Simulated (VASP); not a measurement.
Runs of VASP 6.6.1 on Al2Pt. The structure is that of space group Fm-3m (No. 225), or close to it. The cells are those of the table. 

```tsv
task	level	potentials or basis	cell	k mesh	cutoff (eV)	gap on the mesh (eV)	pressure (GPa)	relaxed volume (Å³/atom)
relaxation of cell and atoms	LDA	VASP PAW LDA potentials, release 64 (Al, Pt)	relaxed from a = 4.179 Å, angles 60.0°, 3 atoms	9 × 9 × 9	600	none	0.0	16.76
relaxation of cell and atoms	PBEsol	VASP PAW PBE potentials, release 64 (Al, Pt)	relaxed from a = 4.179 Å, angles 60.0°, 3 atoms	9 × 9 × 9	600	none	0.0	(a)
relaxation of the atoms	r2SCAN	VASP PAW PBE potentials, release 64 (Al, Pt)	atoms relaxed from a = 4.118 Å, angles 60.0°, 3 atoms	10 × 10 × 10	520	none	6.2	-
relaxation of the atoms	r2SCAN	VASP PAW PBE potentials, release 64 (Al, Pt)	atoms relaxed from a = 4.089 Å, angles 60.0°, 3 atoms	10 × 10 × 10	520	none	9.9	-
relaxation of cell and atoms	r2SCAN	VASP PAW PBE potentials, release 64 (Al, Pt)	relaxed from a = 4.179 Å, angles 60.0°, 3 atoms	9 × 9 × 9	600	none	0.0	17.12
relaxation of the atoms	r2SCAN	VASP PAW PBE potentials, release 64 (Al, Pt)	atoms relaxed from a = 4.146 Å, angles 60.0°, 3 atoms	10 × 10 × 10	520	none	2.9	-
```

Alike in all rows: no spin polarisation; smearing fermi-dirac 0.1 eV.

Estimate the missing entries.

(a) 17.08.

Caveats: spin-orbit coupling is left out, which moves the levels of the heavy elements; the PAW data sets were made with another functional, which shifts forces and pressure a little (at least some runs); the relaxation stopped at its first step, so nothing moved (at least some runs).

A k mesh can miss the band edges, and the runs leave out spin-orbit coupling on Pt.

A gap of «none» marks levels without a gap at the run's occupations.
